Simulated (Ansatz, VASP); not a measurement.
# Zn: VASP beside Ansatz

File POSCAR:

```
Zn
1.0
   -1.5794282763      1.5794282763      1.5794282763
    1.5794282763     -1.5794282763      1.5794282763
    1.5794282763      1.5794282763     -1.5794282763
Zn
1
Direct
    0.0000000000      0.0000000000      0.0000000000
```

INCAR.step1

```
SYSTEM = Zn
ALGO = Normal
EDIFF = 1E-5
ENCUT = 520
GGA = PE
ISIF = 2
ISMEAR = -1
LASPH = .TRUE.
LCHARG = .FALSE.
LREAL = .FALSE.
LWAVE = .TRUE.
NBANDS = 12
NELM = 80
PREC = Accurate
SIGMA = 0.05
```

File INCAR.step2:

```
SYSTEM = Zn
AEXX = 0.1
ALGO = Normal
EDIFF = 1E-7
ENCUT = 520
ISIF = 2
ISMEAR = -1
ISTART = 1
LASPH = .TRUE.
LCHARG = .FALSE.
LHFCALC = .TRUE.
LMIXTAU = .TRUE.
LREAL = .FALSE.
LWAVE = .FALSE.
METAGGA = R2SCAN
NBANDS = 12
NELM = 80
PREC = Accurate
PRECFOCK = Normal
SIGMA = 0.05
```

KPOINTS

```
k-points
0
G
  6 6 6
  0 0 0
```

Contents of input.yaml:

```yaml
crystal:
  lattice:
    - [-1.5794282763, 1.5794282763, 1.5794282763]
    - [1.5794282763, -1.5794282763, 1.5794282763]
    - [1.5794282763, 1.5794282763, -1.5794282763]
  atoms:
    - { symbol: Zn, position: [0.0, 0.0, 0.0] }
hamiltonian:
  xc: r2scanh
  pseudopotentials: { kind: paw }
kpoints:
  mp_grid: { grid: [6, 6, 6] }
scf:
  occupations: { method: fermi_dirac, width: 0.05 }
output:
  forces: true
  stress: true
  eigenvalues: true
  write_density: true
  write_potential: true
  elf: true
  volumetric_format: npy
```

Alike in both runs: task single point; functional r2SCANh; k mesh 6 × 6 × 6; occupations fermi-dirac, width 0.05 eV; no spin polarisation.

|  | VASP | Ansatz |
| --- | --- | --- |
| version | VASP 6.6.1 | Ansatz 0.2.0 |
| potentials or method | VASP PAW PBE potentials, release 64 (Zn) | Ansatz PAW |
| plane-wave cutoff (eV) | 520 | 500 |
| valence electrons in the cell | 12 | 12 |

```tsv
	VASP	Ansatz	Ansatz less VASP
gap on the k mesh at the Fermi level (eV)	none	none	-
pressure (GPa)	-4.7	-4.9	-0.13
```

VASP's potentials were made for PBE, not for r2SCANh. A gap of «none» marks a metal or a gap that the smearing closes.

The k mesh is coarse, so the values compare programs but aren't converged.
